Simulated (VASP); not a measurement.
**Ag: single point with PBE**

Crystal: Ag.

```
Ag
1.0
     1.42119   -2.46243    0.00000
     1.42119    2.46243    0.00000
     0.00000    0.00000    2.77573
Ag
1
Direct
  0.50000 0.50000 0.50000
```

* Program: VASP 6.6.1
* Task: single point
* Functional: PBE
* Potentials or basis: VASP PAW PBE potentials, release 64 (Ag)
* Cutoff: 520 eV
* k mesh: 22 × 22 × 20
* Occupations: gaussian, width 0.1 eV
* Spin: no spin polarisation
* Dipole correction: no
* Further INCAR settings: ALGO = Fast; EDIFF = 1e-06; NBANDS = 12

| Property | Result |
| --- | --- |
| Pressure | 0.0 GPa |

Levels at points of the mesh, in eV from the Fermi level:
```csv
k point,band 1,band 2,band 3,band 4,band 5,band 6,band 7,band 8,band 9,band 10
"(0.00, 0.00, 0.00)",-6.89,-5.86,-4.52,-4.52,-2.91,-2.91,13.02,16.18,18.63,18.87
"(0.50, 0.00, 0.00)",-5.99,-5.21,-3.95,-3.13,-2.66,-0.05,3.06,12.13,17.67,17.75
"(0.50, 0.50, 0.00)",-5.99,-5.21,-3.95,-3.13,-2.66,-0.06,3.05,12.14,17.66,17.76
"(0.00, 0.00, 0.50)",-5.64,-4.34,-4.34,-3.72,-3.72,-0.97,1.22,18.93,21.06,21.54
"(0.50, 0.00, 0.50)",-5.81,-5.58,-4.10,-2.60,-2.31,4.13,4.84,8.89,10.41,16.30
"(0.50, 0.50, 0.50)",-5.81,-5.58,-4.10,-2.60,-2.31,4.13,4.83,8.88,10.41,16.31
```

Run time: 89 s on 1 thread of Intel(R) Xeon(R) 6975P-C (Granite Rapids), with other jobs on the host, peak memory 0.41 GiB.
